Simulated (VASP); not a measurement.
A run of VASP 6.6.1:

File INCAR:

```
SYSTEM = LiB2C2
ALGO = Normal
EDIFF = 1E-6
ENCUT = 520
GGA = PS
ISIF = 2
ISMEAR = 0
LASPH = .True.
LCHARG = .False.
LREAL = .False.
LWAVE = .False.
NBANDS = 16
NELM = 60
PREC = Accurate
SIGMA = 0.1
```

The input KPOINTS:

```
k-points
0
Gamma
  15 15 6
  0 0 0
```

POSCAR

```
LiB2C2
1.0
    2.7827818608      0.0000000000      0.0000000000
   -1.3913909303      2.4099597846      0.0000000000
    0.0000000000      0.0000000000      7.2967161303
Li B C
1 2 2
Direct
    0.0000000000      0.0000000000      0.5000000000
    0.3333333300      0.6666666700      0.7498130000
    0.6666666700      0.3333333300      0.2501870000
    0.3333333300      0.6666666700      0.2582190000
    0.6666666700      0.3333333300      0.7417810000
```

Potentials or basis: VASP PAW PBE potentials, release 64 (Li_sv, B, C).

Run with:

```console
$ cat potpaw_PBE.64/Li_sv/POTCAR potpaw_PBE.64/B/POTCAR potpaw_PBE.64/C/POTCAR > POTCAR
$ mpirun -np 1 vasp_std > vasp.out
```

Hardware: 1 thread of Intel(R) Xeon(R) Platinum 8259CL CPU @ 2.50GHz (Skylake/Cascade Lake), on a shared host.

Problem. How long does it take, and how much memory?

Solution. Run time: 88 s on 1 thread of Intel(R) Xeon(R) Platinum 8259CL CPU @ 2.50GHz (Skylake/Cascade Lake), with other jobs on the host, peak memory 0.24 GiB. Counts: scf iterations 14, k points 146.
